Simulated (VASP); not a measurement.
# Al2Ru (P6/mmm) in VASP: notebook

Al2Ru is run at these levels: PBEsol; tasks: single point, relaxation of cell and atoms.

Program: VASP 6.6.1. These are calculated values, not measurements. Logs are shortened: lines on timing, memory, paths and dates and some standing lists are left out, and cuts for length are marked.

**1. The cell of the first run**

Symmetry: P6/mmm, No. 191, hexagonal system. The conventional cell has a = 4.185 Å, b = 4.185 Å, c = 2.759 Å, α = 90.00°, β = 90.00°, γ = 120.00°. Within 3.6 Å of Ru (site symmetry 6/mmm) lie 2 Ru at 2.76 Å and 12 Al at 2.78 Å. Within 3.2 Å of Al (site symmetry -6m2) lie 5 Al at 2.42 to 2.76 Å and 6 Ru at 2.78 Å.

**2. Single point, PBEsol**

INCAR

```
SYSTEM = Al2Ru
  ALGO = Normal
  EDIFF = 1E-6
  ENCUT = 520
  GGA = PS
  ISIF = 2
  ISMEAR = 0
  LASPH = .TRUE.
  LCHARG = .TRUE.
  LELF = .TRUE.
  LREAL = .FALSE.
  LVHAR = .TRUE.
  LWAVE = .FALSE.
  NBANDS = 17
  NELM = 80
  PREC = Accurate
  SIGMA = 0.1
```

KPOINTS

```
k-points
0
G
  12 12 16
  0 0 0
```

POSCAR

```
Al2Ru
1.0
    4.1848699799      0.0000000000      0.0000000000
   -2.0924349900      3.6242037141      0.0000000000
    0.0000000000      0.0000000000      2.7588373300
Ru Al
1 2
Direct
    0.0000000000      0.0000000000      0.0000000000
    0.3333333333      0.6666666667      0.5000000000
    0.6666666667      0.3333333333      0.5000000000
```

Potentials or basis: VASP PAW PBE potentials, release 64 (Ru_pv, Al).

Started as:

```bash
cat potpaw_PBE.64/Ru_pv/POTCAR potpaw_PBE.64/Al/POTCAR > POTCAR
mpirun -np 1 vasp_std > vasp.out
```

OUTCAR:

```text
SYSTEM = Al2Ru
   EDIFF = 1E-6
   ENCUT = 520
   GGA = PS
   ISIF = 2
   ISMEAR = 0
   LASPH = .TRUE.
   LREAL = .FALSE.
   NELM = 80
   PREC = Accurate

 ion  position               nearest neighbor table
   1  0.000  0.000  0.000-   2 2.78   3 2.78   2 2.78   3 2.78   3 2.78   3 2.78   2 2.78   2 2.78
                             3 2.78   3 2.78   2 2.78   2 2.78
   2  0.333  0.667  0.500-   3 2.42   3 2.42   3 2.42   1 2.78   1 2.78   1 2.78   1 2.78   1 2.78
                             1 2.78
   3  0.667  0.333  0.500-   2 2.42   2 2.42   2 2.42   1 2.78   1 2.78   1 2.78   1 2.78   1 2.78
                             1 2.78

  LATTYP: Found a hexagonal cell.
 ALAT       =     4.1848699799
 C/A-ratio  =     0.6592408709

  Lattice vectors:

 A1 = (   4.1848699799,   0.0000000000,   0.0000000000)
 A2 = (  -2.0924349900,   3.6242037141,   0.0000000000)
 A3 = (   0.0000000000,   0.0000000000,   2.7588373300)

Analysis of symmetry for initial positions (statically):
=====================================================================
 Subroutine PRICEL returns:
 Original cell was already a primitive cell.

 Routine SETGRP: Setting up the symmetry group for a
 hexagonal supercell.

 Subroutine GETGRP returns: Found 24 space group operations
 (whereof 24 operations were pure point group operations)
 out of a pool of 24 trial point group operations.

The static configuration has the point symmetry D_6h.

Analysis of symmetry for dynamics (positions and initial velocities):
=====================================================================
 Subroutine PRICEL returns:
 Original cell was already a primitive cell.

 Routine SETGRP: Setting up the symmetry group for a
 hexagonal supercell.

 Subroutine GETGRP returns: Found 24 space group operations
 (whereof 24 operations were pure point group operations)
 out of a pool of 24 trial point group operations.

The dynamic configuration has the point symmetry D_6h.

 Subroutine INISYM returns: Found 24 space group operations
 (whereof 24 operations are pure point group operations),
 and found     1 'primitive' translations

----------------------------------------------------------------------------------------

                                     Primitive cell

  volume of cell :      41.8428

  direct lattice vectors                    reciprocal lattice vectors
     4.184869980  0.000000000  0.000000000     0.238956050  0.137961340  0.000000000
    -2.092434990  3.624203714  0.000000000     0.000000000  0.275922680  0.000000000
     0.000000000  0.000000000  2.758837330     0.000000000  0.000000000  0.362471534

  length of vectors
     4.184869980  4.184869980  2.758837330     0.275922680  0.275922680  0.362471534

  position of ions in fractional coordinates (direct lattice)
     0.000000000  0.000000000  0.000000000
     0.333333333  0.666666667  0.500000000
     0.666666667  0.333333333  0.500000000

  ion indices of the primitive-cell ions
   primitive index   ion index
                 1           1
                 2           2
                 3           3

----------------------------------------------------------------------------------------

 KPOINTS: k-points

Automatic generation of k-mesh.
 Grid dimensions read from file:
 generate k-points for:   12   12   16

 Generating k-lattice:

  Cartesian coordinates                     Fractional coordinates (reciprocal lattice)
     0.019913004  0.011496778  0.000000000     0.083333333  0.000000000  0.000000000
     0.000000000  0.022993557  0.000000000     0.000000000  0.083333333  0.000000000
     0.000000000  0.000000000  0.022654471     0.000000000  0.000000000  0.062500000

  Length of vectors
     0.022993557  0.022993557  0.022654471

  Shift w.r.t. Gamma in fractional coordinates (k-lattice)
     0.000000000  0.000000000  0.000000000

 Subroutine IBZKPT returns following result:
 ===========================================

 Found    171 irreducible k-points:

 Following reciprocal coordinates:
            Coordinates               Weight
  0.000000  0.000000  0.000000      1.000000
  0.083333 -0.000000  0.000000      6.000000
  0.166667 -0.000000  0.000000      6.000000
  0.250000 -0.000000  0.000000      6.000000
  0.333333 -0.000000  0.000000      6.000000
  0.416667 -0.000000  0.000000      6.000000
[... 16 lines left out ...]
  0.250000 -0.000000  0.062500     12.000000
  0.333333 -0.000000  0.062500     12.000000
 [... further k-points ...]
   k-points           NKPTS =    171   k-points in BZ     NKDIM =    171   number of bands    NBANDS=     17
   number of dos      NEDOS =    301   number of ions     NIONS =      3
   total plane-waves  NPLWV =  24576
   dimension x,y,z NGX =    32 NGY =   32 NGZ =   24
   dimension x,y,z NGXF=    64 NGYF=   64 NGZF=   48
   ions per type =               1   2
   NGX,Y,Z   is equivalent  to a cutoff of  12.71, 12.71, 14.46 a.u.
   NGXF,Y,Z  is equivalent  to a cutoff of  25.42, 25.42, 28.92 a.u.
 SYSTEM =  Al2Ru
   PREC   = accura    normal or accurate (medium, high low for compatibility)
   ISTART =      0    job   : 0-new  1-cont  2-samecut
   ICHARG =      2    charge: 1-file 2-atom 10-const
   ISPIN  =      1    spin polarized calculation?
   LNONCOLLINEAR =      F non collinear calculations
   LSORBIT =      F    spin-orbit coupling
   LASPH  =      T    aspherical Exc in radial PAW
   ENCUT  =  520.0 eV  38.22 Ry    6.18 a.u.   7.78  7.78  5.13*2*pi/ulx,y,z
   NELM   =     80;   NELMIN=  2; NELMDL= -5     # of ELM steps
   EDIFF  = 0.1E-05   stopping-criterion for ELM
   LREAL  =      F    real-space projection
   EDIFFG = 0.1E-04   stopping-criterion for IOM
   NSW    =      0    number of steps for IOM
   IBRION =     -1    ionic relax: 0-MD 1-quasi-New 2-CG
   NFREE  =      0    steps in history (QN), initial steepest desc. (CG)
   ISIF   =      2    stress and relaxation
   ISYM   =      2    0-nonsym 1-usesym 2-fastsym
   POTIM  = 0.5000    time-step for ionic-motion
   TEBEG  =    0.0;   TEEND  =   0.0 temperature during run
   PSTRESS=    0.0 pullay stress
   NELECT =      20.0000    total number of electrons
   NUPDOWN=      -1.0000    fix difference up-down
   EMIN   =  10.00;   EMAX   =-10.00  energy-range for DOS
   EFERMI =   0.00;   METHOD = LEGACY
   ISMEAR =     0;   SIGMA  =   0.10  broadening in eV -4-tet -1-fermi 0-gaus
   EFERMI_NEDOS =   21; number of points for ismear=-14 and -15
   IALGO  =     38    algorithm
   IMIX   =      4    mixing-type and parameters
     AMIX     =   0.40;   BMIX     =  1.00
     AMIX_MAG =   1.60;   BMIX_MAG =  1.00
  volume/ion in A,a.u.               =      13.95        94.12
  Fermi-wavevector in a.u.,A,eV,Ry     =   1.280004  2.418857 22.291919  1.638410
  Thomas-Fermi vector in A             =   2.412457
   LORBIT       =      0    0 simple, 1 ext, 2 COOP (PROOUT), +10 PAW based schemes
   GGA     = PS    functional components
   LHFCALC =     F    Hartree Fock is set to
   AEXX    =    0.0000 exact exchange contribution
   IVDW    =     0    specifies the selected vdW correction
   LEPSILON=     F    determine dielectric tensor
   LRPA    =     F    only Hartree local field effects (RPA)
 non-spin polarized calculation
 Gauss-broadening in eV      SIGMA  =   0.10
  energy-cutoff  :      520.00
  volume of cell :       41.84
 maximum number of plane-waves:      1163
 NGX is ok and might be reduce to    32
   NGX = 15   NGY = 15   NGZ = 11

 number of electron      20.0000004 magnetization

 Free energy of the ion-electron system (eV)
  ---------------------------------------------------
  ext. energy  EPLUGINS =         0.00000000
  ---------------------------------------------------
  free energy    TOTEN  =       -18.98013865 eV

  energy without entropy =      -18.97381216  energy(sigma->0) =      -18.97697541

 E-fermi :  10.6107     XC(G=0): -11.9430

 val. band max:       10.6089976835   @ k =   0.4167   0.1667   0.2500
 cond. band min:      10.6116843727   @ k =   0.2500   0.1667   0.5000
 fundamental gap:      0.0026866892
 Fermi energy:        10.6106836406

 k-point     1 :       0.0000    0.0000    0.0000
  band No.  band energies     occupation
      1     -31.7647      2.00000
      2     -31.7647      2.00000
      3     -31.4889      2.00000
      4      -0.6688      2.00000
      5       6.0322      2.00000
      6       6.0322      2.00000
[... 9 lines left out ...]
     16      17.9403      0.00000
     17      19.9516      0.00000

 k-point     2 :       0.0833   -0.0000    0.0000
  band No.  band energies     occupation
      1     -31.7652      2.00000
      2     -31.7649      2.00000
      3     -31.4889      2.00000
      4      -0.5842      2.00000
      5       5.8106      2.00000
      6       6.0838      2.00000
[... 9 lines left out ...]
     16      18.1093      0.00000
     17      20.0547      0.00000

 k-point     3 :       0.1667   -0.0000    0.0000
  band No.  band energies     occupation
      1     -31.7665      2.00000
      2     -31.7652      2.00000
      3     -31.4888      2.00000
      4      -0.3332      2.00000
      5       5.2618      2.00000
      6       6.2359      2.00000
[... 9 lines left out ...]
     16      18.4145      0.00000
     17      20.5433      0.00000

 k-point     4 :       0.2500   -0.0000    0.0000
  band No.  band energies     occupation
      1     -31.7684      2.00000
      2     -31.7656      2.00000
      3     -31.4887      2.00000
      4       0.0764      2.00000
      5       4.5521      2.00000
      6       6.4803      2.00000
[... 9 lines left out ...]
     16      18.5332      0.00000
     17      21.6320      0.00000
[... 343 lines left out ...]
      1     -31.7647      2.00000
      2     -31.7633      2.00000
      3     -31.5060      2.00000
      4      -0.2543      2.00000
      5       5.3178      2.00000
      6       6.2832      2.00000
[... 9 lines left out ...]
     16      19.0315      0.00000
     17      21.3901      0.00000

 k-point    23 :       0.2500   -0.0000    0.0625
  band No.  band energies     occupation
      1     -31.7665      2.00000
      2     -31.7637      2.00000
      3     -31.5059      2.00000
      4       0.1530      2.00000
      5       4.6097      2.00000
      6       6.5180      2.00000
[... 9 lines left out ...]
     16      19.6883      0.00000
     17      21.8659      0.00000

 k-point    24 :       0.3333   -0.0000    0.0625
  band No.  band energies     occupation
      1     -31.7683      2.00000
      2     -31.7642      2.00000
      3     -31.5058      2.00000
      4       0.7028      2.00000
      5       3.8239      2.00000
      6       6.4769      2.00000
[... 9 lines left out ...]
     16      20.0970      0.00000
     17      21.4131      0.00000

 [... further k-points ...]
[... 5 lines left out ...]
  --------------------------------------------------------------------------------------
  -------------------------------------------------------------------------------------
  Total        0.0348811      0.0348811      0.0233431     -0.0000000     -0.0000000      0.0000000
  in kB        1.3356103      1.3356103      0.8938172     -0.0000000     -0.0000000      0.0000000
  external PRESSURE =       1.1883459 kB  Pullay stress =       0.0000000 kB

 VOLUME and BASIS-vectors are now :
 -----------------------------------------------------------------------------
  energy-cutoff  :      520.00
  volume of cell :       41.84
      direct lattice vectors                 reciprocal lattice vectors
     4.184869980  0.000000000  0.000000000     0.238956050  0.137961340  0.000000000
    -2.092434990  3.624203714  0.000000000     0.000000000  0.275922680  0.000000000
     0.000000000  0.000000000  2.758837330     0.000000000  0.000000000  0.362471534

 POSITION                                       TOTAL-FORCE (eV/Angst)
 -----------------------------------------------------------------------------------
      0.00000      0.00000      0.00000        -0.000000      0.000000     -0.000000
     -0.00000      2.41614      1.37942         0.000000      0.000000      0.000000
      2.09243      1.20807      1.37942        -0.000000      0.000000     -0.000000
 -----------------------------------------------------------------------------------
    total drift:                                0.000000     -0.000000      0.000000

  FREE ENERGIE OF THE ION-ELECTRON SYSTEM (eV)
  ---------------------------------------------------
  free  energy   TOTEN  =       -18.9801386480 eV

  energy  without entropy=      -18.9738121631  energy(sigma->0) =      -18.97697541
```

It took 66 s on 1 thread of AMD EPYC 9R45 (Zen 5), shared host; peak memory 0.22 GiB.

What came out:

```
Free energy            : -18.9801 eV
Pressure               : 0.1 GPa
Band gap on the k mesh : zero (band 10 reaches 12.37 eV, above the bottom of band 11 at 9.99 eV)
```

Caveat: the PAW data sets were made with another functional, which shifts forces and pressure a little.

**3. Relaxation of cell and atoms, PBEsol**

INCAR

```
SYSTEM = Al2Ru
ALGO = Fast
EDIFF = 1E-6
EDIFFG = -0.01
ENCUT = 600
GGA = PS
IBRION = 2
ISIF = 3
ISMEAR = 0
LASPH = .True.
LCHARG = .False.
LREAL = .False.
LWAVE = .False.
NELM = 80
NSW = 80
PREC = Accurate
SIGMA = 0.1
```

KPOINTS

```
k-points
0
Gamma
  12 12 16
  0 0 0
```

POSCAR

```
Al2Ru
1.0
    4.1789290542      0.0000000000      0.0000000000
   -2.0894645271      3.6190587215      0.0000000000
    0.0000000000      0.0000000000      2.7635632012
Ru Al
1 2
Direct
    0.0000000000      0.0000000000      0.0000000000
    0.3333333333      0.6666666667      0.5000000000
    0.6666666667      0.3333333333      0.5000000000
```

Potentials or basis: VASP PAW PBE potentials, release 64 (Ru_pv, Al).

Started as:

```bash
cat potpaw_PBE.64/Ru_pv/POTCAR potpaw_PBE.64/Al/POTCAR > POTCAR
mpirun -np 1 vasp_std > vasp.out
```

Run time: 4.1 min. Hardware: 1 thread of AMD EPYC 9R45 (Zen 5), shared host; peak memory 0.25 GiB.

It converged, with:

```yaml
Free_energy: -18.9807 eV
Relaxed_volume: 13.96 Å³/atom
Relaxed_cell: a = 4.186 Å, b = 4.186 Å, c = 2.759 Å, α = 90.00°, β = 90.00°, γ = 120.00°
Space_group_after_relaxing_to_0.05_Å: P6/mmm (No. 191)
Energy_gained_by_relaxing: 0.1 meV/atom
Ionic_steps: 6
Pressure_after_relaxing: -0.1 GPa
Band_gap_on_the_k_mesh: zero (band 10 reaches 12.35 eV, above the bottom of band 11 at 9.98 eV)
```

Step by step:
```tsv
step	energy change (eV)	largest force (eV/Å)	pressure (GPa)	volume (Å³)
1	0.0000	0.0000	0.38	41.80
2	-0.0001	0.0000	-0.50	42.00
3	-0.0004	0.0000	-0.12	41.90
4	-0.0004	0.0000	-0.23	41.90
5	-0.0003	0.0000	0.13	41.83
6	-0.0004	0.0000	-0.05	41.88
```

Final structure:
```yaml
crystal:
  lattice:
    - [4.18621, 0.00000, 0.00000]
    - [-2.09311, 3.62537, 0.00000]
    - [0.00000, 0.00000, 2.75924]
  atoms:
    - { symbol: Ru, position: [0.00000, 0.00000, 0.00000] }
    - { symbol: Al, position: [0.33333, 0.66667, 0.50000] }
    - { symbol: Al, position: [0.66667, 0.33333, 0.50000] }
```

Levels at points of the mesh, in eV from the Fermi level:
| k point | band 8 | band 9 | band 10 | band 11 | band 12 | band 13 |
| --- | --- | --- | --- | --- | --- | --- |
| (0.00, 0.00, 0.00) | -0.27 | -0.27 | -0.04 | 0.67 | 0.67 | 3.14 |
| (0.50, 0.00, 0.00) | -2.28 | -2.13 | -0.59 | -0.35 | 2.90 | 6.64 |
| (0.00, 0.00, 0.50) | -2.44 | -2.44 | 1.23 | 1.23 | 2.40 | 2.79 |
| (0.50, 0.00, 0.50) | -3.63 | -1.32 | -1.00 | 1.65 | 2.72 | 2.82 |

Caveat: the PAW data sets were made with another functional, which shifts forces and pressure a little.
